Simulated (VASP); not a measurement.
Write the native input for VASP 6.6.1 that does the following.

* Task: relaxation of volume and atoms at fixed shape
* Functional: LDA
* Potentials or basis: VASP PAW LDA potentials, release 64 (Bi_d, Pd)
* Cutoff: 600 eV
* k mesh: 6 × 6 × 4
* Occupations: fermi-dirac, width 0.05 eV
* Spin: no spin polarisation
* Dipole correction: no
* Further INCAR settings: ALGO = Normal; EDIFF = 1e-07; IBRION = 2; EDIFFG = -0.02; NSW = 80; ISIF = 8

The structure of BiPd (Sobolevskite) lies in POSCAR:

```
BiPd
1.0
    4.2300000000      0.0000000000      0.0000000000
   -2.1150000000      3.6632874600      0.0000000000
    0.0000000000      0.0000000000      5.6900000000
Bi Pd
2 2
Direct
    0.3333333333      0.6666666667      0.2500000000
    0.6666666667      0.3333333333      0.7500000000
    0.0000000000      0.0000000000      0.0000000000
    0.0000000000      0.0000000000      0.5000000000
```

One way to write it, as run:

INCAR

```
SYSTEM = BiPd
  PREC = Accurate
  ENCUT = 600
  EDIFF = 1E-7
  ISMEAR = -1
  SIGMA = 0.05
  LREAL = .FALSE.
  LASPH = .TRUE.
  NELM = 60
  ALGO = Normal
  ISIF = 8
  LWAVE = .FALSE.
  LCHARG = .FALSE.
  IBRION = 2
  NSW = 80
  EDIFFG = -0.02
```

KPOINTS

```
regular mesh
0
G
  6 6 4
  0 0 0
```

Potentials or basis: VASP PAW LDA potentials, release 64 (Bi_d, Pd).

Command:

```bash
$ cat potpaw_LDA.64/Bi_d/POTCAR potpaw_LDA.64/Pd/POTCAR > POTCAR
$ mpirun -np 1 vasp_std > vasp.out
```

Results of the run:

```
Relaxed volume                         : 21.62 Å³/atom
Relaxed cell                           : a = 4.203 Å, b = 4.203 Å, c = 5.654 Å, α = 90.00°, β = 90.00°, γ = 120.00°
Space group after relaxing (to 0.05 Å) : P6_3/mmc (No. 194)
Energy gained by relaxing              : 2.9 meV/atom
Ionic steps                            : 3
Pressure after relaxing                : 0.0 GPa
Band gap on the k mesh                 : zero (band 25 reaches 11.55 eV, above the bottom of band 26 at 7.49 eV)
```

Caveat: spin-orbit coupling is left out, which moves the levels of the heavy elements.

Run time: 100 s on 1 thread of AMD EPYC 9R45 96-Core Processor (Zen 5), with other jobs on the host, peak memory 0.2 GiB.
